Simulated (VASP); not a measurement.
Crystal: Pd.

```
Pd
1.0
    -2.41859    2.41859    1.32055
     2.41859   -2.41859    1.32055
     2.41859    2.41859   -1.32055
Pd
2
Cartesian
  0.0000 0.0000 0.0000
  0.0000 2.4186 0.6603
```

```yaml
Program: VASP 6.6.1
Task: relaxation of cell and atoms
Functional: LDA
Potentials_or_basis: VASP PAW LDA potentials, release 64 (Pd)
Cutoff: 600 eV
k_mesh: 13 × 13 × 9
Occupations: fermi-dirac, width 0.1 eV
Spin: no spin polarisation
```

At the start: pressure 1.3 GPa; volume 15.45 Å³/atom.

Q: How do energy, volume and symmetry change on relaxing?

A: Over 5 steps the energy falls by 2.7 meV/atom and the volume is 15.55 Å³/atom (+0.7 %); space group I4_1/amd (No. 141, to 0.1 Å) before and after.

Step by step:
| step | energy change (eV) | largest force (eV/Å) | pressure (GPa) | volume (Å³) |
| --- | --- | --- | --- | --- |
| 1 | 0.0000 | 0.0002 | 1.26 | 30.90 |
| 2 | -0.0029 | 0.0001 | -1.94 | 31.44 |
| 3 | -0.0049 | 0.0000 | -0.81 | 31.23 |
| 4 | -0.0049 | 0.0001 | 0.68 | 30.98 |
| 5 | -0.0054 | 0.0000 | -0.05 | 31.10 |

Final structure:
```
Pd
1.0
    -2.43759    2.43760    1.30911
     2.43760   -2.43759    1.30911
     2.43651    2.43651   -1.30910
Pd
2
Direct
  0.00000 0.00000 0.00000
  0.75000 0.25000 0.50000
```
